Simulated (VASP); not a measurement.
Input of a VASP 6.6.1 run:

File INCAR:

```
ALGO = Normal
EDIFF = 1E-6
ENCUT = 600
GGA = LIBXC
GGA_COMPAT = False
ISIF = 2
ISMEAR = 0
LASPH = True
LCHARG = False
LIBXC1 = GGA_X_PBE
LIBXC2 = LDA_C_PW
LREAL = False
LWAVE = False
NBANDS = 30
NELM = 120
PREC = Accurate
SIGMA = 0.01
```

Contents of KPOINTS:

```
k-points
0
Gamma
  5 5 5
```

Contents of POSCAR:

```
TiPbO3
1.0
    3.9639000000      0.0000000000      0.0000000000
    0.0000000000      3.9639000000      0.0000000000
    0.0000000000      0.0000000000      3.9639000000
Ti Pb O
1 1 3
Direct
    0.5000000000      0.5000000000      0.5000000000
    0.0000000000      0.0000000000      0.0000000000
    0.0000000000      0.5000000000      0.5000000000
    0.5000000000      0.0000000000      0.5000000000
    0.5000000000      0.5000000000      0.0000000000
```

Potentials or basis: VASP PAW PBE potentials, release 64 (Ti_sv, Pb_d, O).

Command:

```console
$ cat potpaw_PBE.64/Ti_sv/POTCAR potpaw_PBE.64/Pb_d/POTCAR potpaw_PBE.64/O/POTCAR > POTCAR
$ mpirun -np 1 vasp_std > vasp.out
```

(1) Predict the pressure.

(2) Estimate the band gap on the k mesh.

Answers

(1) 10.3 GPa.

(2) 2.04 eV (least direct gap 2.04 eV).

Caveat: the cell stands under pressure; the PAW data sets were made with another functional, which shifts forces and pressure a little; spin-orbit coupling is left out, which moves the levels of the heavy elements; an odd mesh through Γ misses points on the zone boundary, where band edges can lie.
